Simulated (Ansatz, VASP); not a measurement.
# Co in VASP and in Ansatz

INCAR

```
PREC = Accurate
ENCUT = 520
EDIFF = 1E-6
ISMEAR = -1
SIGMA = 0.05
LREAL = False
LASPH = True
NELM = 150
ALGO = Normal
ISIF = 2
LWAVE = False
LCHARG = False
ISPIN = 2
MAGMOM = 2 2 2 2
LORBIT = 11
LMAXMIX = 4
GGA = PS
NBANDS = 30
```

The input KPOINTS:

```
Automatic mesh
0
Gamma
  12 12 4
```

Contents of POSCAR:

```
Co
1.0
    2.4539803297      0.0000000000      0.0000000000
   -1.2269901649      2.1252093060      0.0000000000
    0.0000000000      0.0000000000      8.0339487160
Co
4
Direct
    0.6666666667      0.3333333333      0.7500000000
    0.0000000000      0.0000000000      0.5000000000
    0.3333333333      0.6666666667      0.2500000000
    0.0000000000      0.0000000000      0.0000000000
```

File input.yaml:

```yaml
crystal:
  lattice:
    - [2.4539803297, 0.0, 0.0]
    - [-1.2269901649, 2.125209306, 0.0]
    - [0.0, 0.0, 8.033948716]
  atoms:
    - { symbol: Co, position: [0.6666666667, 0.3333333333, 0.75], spin: 2.0 }
    - { symbol: Co, position: [0.0, 0.0, 0.5], spin: 2.0 }
    - { symbol: Co, position: [0.3333333333, 0.6666666667, 0.25], spin: 2.0 }
    - { symbol: Co, position: [0.0, 0.0, 0.0], spin: 2.0 }
kpoints:
  mp_grid: { grid: [12, 12, 4] }
scf:
  occupations: { method: fermi_dirac, width: 0.05 }
hamiltonian:
  xc: pbesol
  pseudopotentials: { kind: all_electron, lapw: { basis_error: 0.001 } }
magnetization:
  spin_polarized: true
output:
  forces: true
  stress: true
  eigenvalues: true
```

Change from the starting cell: volume scaled by 0.98.

Alike in both runs: task single point; functional PBEsol; k mesh 12 × 12 × 4; occupations fermi-dirac, width 0.05 eV; collinear spin.

|  | VASP | Ansatz |
| --- | --- | --- |
| version | VASP 6.6.1 | Ansatz 0.2.0 |
| potentials or method | VASP PAW PBE potentials, release 64 (Co), cutoff 520 eV | all-electron LAPW, scalar-relativistic |

```tsv
	VASP	Ansatz	Ansatz less VASP
gap on the k mesh at the Fermi level (eV)	none	none	-
pressure (GPa)	-2.3	-1.4	+0.89
traceless stress, the component that is largest in VASP (GPa)	-2.63	-2.71	-0.082
net moment per atom (μB)	1.61	1.62	+0.012
size of the moment on the site where the two differ most (μB)	1.63	1.68	+0.051
```

VASP's potentials were made for PBE, not for PBEsol. Site moments also hang on the region over which each program counts them. A gap of «none» marks a metal or a gap that the smearing closes. Ansatz ran all-electron here, and VASP with PAW potentials.
